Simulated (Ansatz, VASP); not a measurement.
**One calculation of VO2, two programs**

The input INCAR:

```
SYSTEM = VO2
PREC = Accurate
ENCUT = 600
EDIFF = 1E-6
ISMEAR = 0
SIGMA = 0.05
LREAL = .FALSE.
LASPH = .TRUE.
NELM = 200
ALGO = Normal
ISIF = 2
LWAVE = .FALSE.
LCHARG = .FALSE.
ISPIN = 2
MAGMOM = 1 1 0 0 0 0
LORBIT = 11
LMAXMIX = 4
GGA = PS
NBANDS = 38
GGA_COMPAT = .FALSE.
```

KPOINTS

```
Automatic mesh
0
G
  4 4 7
  0 0 0
```

File POSCAR:

```
VO2
1.0
    4.5546007500      0.0000000000      0.0000000000
    0.0000000000      4.5546007500      0.0000000000
    0.0000000000      0.0000000000      2.8528004700
V O
2 4
Direct
    0.0000000000      0.0000000000      0.0000000000
    0.5000000000      0.5000000000      0.5000000000
    0.3001000000      0.3001000000      0.0000000000
    0.1999000000      0.8001000000      0.5000000000
    0.6999000000      0.6999000000      0.0000000000
    0.8001000000      0.1999000000      0.5000000000
```

Input for Ansatz:

```yaml
crystal:
  lattice:
    - [4.55460075, 0.0, 0.0]
    - [0.0, 4.55460075, 0.0]
    - [0.0, 0.0, 2.85280047]
  atoms:
    - { symbol: V, position: [0.0, 0.0, 0.0], spin: 1.0 }
    - { symbol: V, position: [0.5, 0.5, 0.5], spin: 1.0 }
    - { symbol: O, position: [0.3001, 0.3001, 0.0] }
    - { symbol: O, position: [0.1999, 0.8001, 0.5] }
    - { symbol: O, position: [0.6999, 0.6999, 0.0] }
    - { symbol: O, position: [0.8001, 0.1999, 0.5] }
basis:
  ecutwfc: 420
  ecutrho_ratio: 4
kpoints:
  mp_grid: { grid: [4, 4, 7] }
hamiltonian:
  xc: pbesol
scf:
  occupations: { method: gaussian, width: 0.05 }
output:
  forces: true
  stress: true
  eigenvalues: true
  populations: true
  hubbard: { sites: [{ site: 0, l: d }, { site: 1, l: d }] }
magnetization:
  spin_polarized: true
```

Alike in both runs: task single point; functional PBEsol; k mesh 4 × 4 × 7; occupations gaussian, width 0.05 eV; collinear spin.

|  | VASP | Ansatz |
| --- | --- | --- |
| version | VASP 6.6.1 | Ansatz 0.2.0 |
| potentials or method | VASP PAW PBE potentials, release 64 (V_sv, O), cutoff 600 eV | scalar-relativistic, plane waves, PAW |
| valence electrons in the cell | 50 | 50 |

VASP gave:

| Item | Value |
| --- | --- |
| gap on the k mesh at the Fermi level (eV) | none |
| pressure (GPa) | -6.0 |
| traceless stress, the component that is largest in VASP (GPa) | -2.40 |
| rms of the force components (eV/Å) | 0.016 |
| net moment per atom (μB) | 0.33 |
| size of the moment on the site where the two differ most (μB) | 1.04 |

**Question.** Estimate Ansatz's values.

**Answer.** gap on the k mesh at the Fermi level (eV): none; pressure (GPa): -6.4; traceless stress, the component that is largest in VASP (GPa): -2.63; rms of the force components (eV/Å): 0.006; net moment per atom (μB): 0.33; size of the moment on the site where the two differ most (μB): 0.82.

VASP's potentials were made for PBE, not for PBEsol. Site moments also hang on the region over which each program counts them. Atom by atom the forces differ by 0.010 eV/Å (rms over components). A gap of «none» marks a metal or a gap that the smearing closes.
